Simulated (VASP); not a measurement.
Set up this calculation in VASP 6.6.1, as the native input.

| Property | Result |
| --- | --- |
| Task | single point |
| Functional | LDA |
| Potentials or basis | VASP PAW LDA potentials, release 64 (Sb, Pt) |
| Cutoff | 520 eV |
| k mesh | 9 × 9 × 6 |
| Occupations | fermi-dirac, width 0.05 eV |
| Spin | no spin polarisation |
| Hubbard terms | Pt d U = 3.0 eV |
| Dipole correction | no |
| Further INCAR settings | ALGO = Normal; EDIFF = 1e-07; NBANDS = 23 |

The structure of SbPt lies in POSCAR:

```
SbPt
1.0
    4.1774426617      0.0000000000      0.0000000000
   -2.0887213308      3.6177714679      0.0000000000
    0.0000000000      0.0000000000      5.5392039000
Sb Pt
2 2
Direct
    0.6666666667      0.3333333333      0.7500000000
    0.3333333333      0.6666666667      0.2500000000
    0.0000000000      0.0000000000      0.5000000000
    0.0000000000      0.0000000000      0.0000000000
```

These files were run (other wordings do the same):

INCAR

```
SYSTEM = SbPt
PREC = Accurate
ENCUT = 520
EDIFF = 1E-7
ISMEAR = -1
SIGMA = 0.05
LREAL = .FALSE.
LASPH = .TRUE.
NELM = 150
ALGO = Normal
ISIF = 2
LWAVE = .FALSE.
LCHARG = .FALSE.
LMAXMIX = 4
LDAU = .TRUE.
LDAUTYPE = 2
LDAUL = -1 2
LDAUU = 0 3
LDAUJ = 0 0
LDAUPRINT = 1
NBANDS = 23
```

KPOINTS

```
regular mesh
0
G
  9 9 6
  0 0 0
```

Potentials or basis: VASP PAW LDA potentials, release 64 (Sb, Pt).

Run with:

```bash
$ cat potpaw_LDA.64/Sb/POTCAR potpaw_LDA.64/Pt/POTCAR > POTCAR
$ mpirun -np 1 vasp_std > vasp.out
```

It gave:

The pressure is -7.7 GPa. The band gap on the k mesh is zero (band 15 reaches 11.61 eV, above the bottom of band 16 at 7.35 eV).

Caveat: spin-orbit coupling is left out, which moves the levels of the heavy elements; U without spin polarisation on a metal has little footing; the U is typed as a test and isn't derived for this compound.

It took 2.1 min on 1 thread of Oxide Virtual Turin-like Processor, with other jobs on the host, peak memory 0.19 GiB.
